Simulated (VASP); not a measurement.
Wanted: the native input for a VASP 6.6.1 run.

```yaml
Task: single point
Functional: PBEsol
Potentials_or_basis: VASP PAW PBE potentials, release 64 (Mo_sv, S)
Cutoff: 520 eV
k_mesh: 8 × 8 × 8
Occupations: gaussian, width 0.01 eV
Spin: no spin polarisation
Dipole_correction: no
Further_INCAR_settings: ALGO = Normal; EDIFF = 1e-07; NBANDS = 20
```

The structure of MoS2 lies in POSCAR:

```
MoS2
1.0
    1.5715746966      0.9073490741      6.2807225860
   -1.5715746966      0.9073490741      6.2807225860
    0.0000000000     -1.8146981482      6.2807225860
Mo S
1 2
Direct
    0.0001014611      0.0001014611      0.0001014611
    0.2507571383      0.2507571383      0.2507571383
    0.4161414006      0.4161414006      0.4161414006
```

The input as run:

INCAR

```
  PREC = Accurate
  ENCUT = 520
  EDIFF = 1E-7
  ISMEAR = 0
  SIGMA = 0.01
  LREAL = False
  LASPH = True
  NELM = 60
  ALGO = Normal
  ISIF = 2
  LWAVE = False
  LCHARG = False
  GGA = PS
  NBANDS = 20
```

KPOINTS

```
Automatic mesh
0
Gamma
  8 8 8
```

Potentials or basis: VASP PAW PBE potentials, release 64 (Mo_sv, S).

Command:

```sh
$ cat potpaw_PBE.64/Mo_sv/POTCAR potpaw_PBE.64/S/POTCAR > POTCAR
$ mpirun -np 1 vasp_std > vasp.out
```

Results of the run:

```
Pressure               : 0.0 GPa
Band gap on the k mesh : 1.12 eV (least direct gap 2.10 eV)
```

Caveat: the PAW data sets were made with another functional, which shifts forces and pressure a little.

Run time: 5.8 min on 1 thread of Intel(R) Xeon(R) Platinum 8375C CPU @ 2.90GHz (Ice Lake) (shared host), peak memory 0.36 GiB.
